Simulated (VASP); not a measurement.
Wanted: the native input for a VASP 6.6.1 run.

```
Task                   : single point
Functional             : revPBE
Potentials or basis    : VASP PAW PBE potentials, release 64 (Ru_pv)
Cutoff                 : 520 eV
k mesh                 : 12 × 12 × 7, shifted
Occupations            : methfessel-paxton, width 0.05 eV
Spin                   : no spin polarisation
Dipole correction      : no
Further INCAR settings : ALGO = Normal; EDIFF = 1e-06; NBANDS = 21; ISYM = 0
```

The structure of Ru lies in POSCAR:

```
Ru
1.0
    2.7058000000      0.0000000000      0.0000000000
   -1.3529000000      2.3432915400      0.0000000000
    0.0000000000      0.0000000000      4.2819000000
Ru
2
Direct
    0.3333333333      0.6666666667      0.2500000000
    0.6666666667      0.3333333333      0.7500000000
```

One way to write it, as run:

INCAR

```
PREC = Accurate
ENCUT = 520
EDIFF = 1E-6
ISMEAR = 1
SIGMA = 0.05
LREAL = F
LASPH = T
NELM = 100
ALGO = Normal
ISIF = 2
LWAVE = F
LCHARG = F
GGA = RE
ISYM = 0
NBANDS = 21
```

KPOINTS

```
Automatic mesh
0
Gamma
  12 12 7
  0.5 0.5 0
```

Potentials or basis: VASP PAW PBE potentials, release 64 (Ru_pv).

The run is started by

```sh
$ cat potpaw_PBE.64/Ru_pv/POTCAR > POTCAR
$ mpirun -np 1 vasp_std > vasp.out
```

Results of the run:

| Property | Result |
| --- | --- |
| Pressure | 7.6 GPa |
| Band gap on the k mesh | zero (band 14 reaches 14.37 eV, above the bottom of band 15 at 11.33 eV) |

Caveat: the PAW data sets were made with another functional, which shifts forces and pressure a little.

Run time: 8.2 min on 1 thread of AMD EPYC 7R43 64-Core Processor (Zen 3), with other jobs on the host, peak memory 0.66 GiB.
